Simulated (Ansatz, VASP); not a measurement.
# KF: VASP beside Ansatz

Contents of INCAR:

```
PREC     = Accurate       # precision mode
ENCUT    = 520            # plane-wave cutoff, eV
EDIFF    = 1E-8           # SCF threshold, eV
ISMEAR   = -1             # smearing method
SIGMA    = 0.01           # smearing width, eV
LREAL    = False          # projectors in reciprocal space
LASPH    = True           # aspherical terms in the spheres
NELM     = 100            # most SCF steps
ALGO     = Normal         # electronic algorithm
ISIF     = 2              # what is computed and relaxed
LWAVE    = False          # write WAVECAR
LCHARG   = False          # write CHGCAR
GGA      = PE             # functional
LEFG     = True         
NBANDS   = 15             # bands
```

File KPOINTS:

```
Automatic mesh
0
Gamma
  9 9 9
```

Contents of POSCAR:

```
KF
1.0
    0.0000000000      2.6735000000      2.6735000000
    2.6735000000      0.0000000000      2.6735000000
    2.6735000000      2.6735000000      0.0000000000
K F
1 1
Direct
    0.0000000000      0.0000000000      0.0000000000
    0.5000000000      0.5000000000      0.5000000000
```

Input for Ansatz:

```yaml
crystal:
  lattice:
    - [0.0, 2.6735, 2.6735]
    - [2.6735, 0.0, 2.6735]
    - [2.6735, 2.6735, 0.0]
  atoms:
    - { symbol: K, position: [0.0, 0.0, 0.0] }
    - { symbol: F, position: [0.5, 0.5, 0.5] }
kpoints:
  mp_grid: { grid: [9, 9, 9] }
scf:
  occupations: { method: fermi_dirac, width: 0.01 }
hamiltonian:
  xc: pbe
  pseudopotentials: { kind: paw }
output:
  forces: true
  stress: true
  eigenvalues: true
  efg: { contact_densities: true }
  write_density: true
  write_potential: true
  elf: true
  volumetric_format: npy
basis:
  ecutwfc: 800
```

Alike in both runs: task electric field gradients; functional PBE; k mesh 9 × 9 × 9; occupations fermi-dirac, width 0.01 eV; no spin polarisation.

```csv
,VASP,Ansatz
version,VASP 6.6.1,Ansatz 0.2.0
potentials or method,"VASP PAW PBE potentials, release 64 (K_sv, F), cutoff 520 eV","PAW with Ansatz's default frozen-core files, scalar-relativistic"
valence electrons in the cell,16,16
```

```tsv
	VASP	Ansatz	Ansatz less VASP
gap on the k mesh at the Fermi level (eV)	6.16	6.17	+0.015
pressure (GPa)	1.4	1.3	-0.04
```
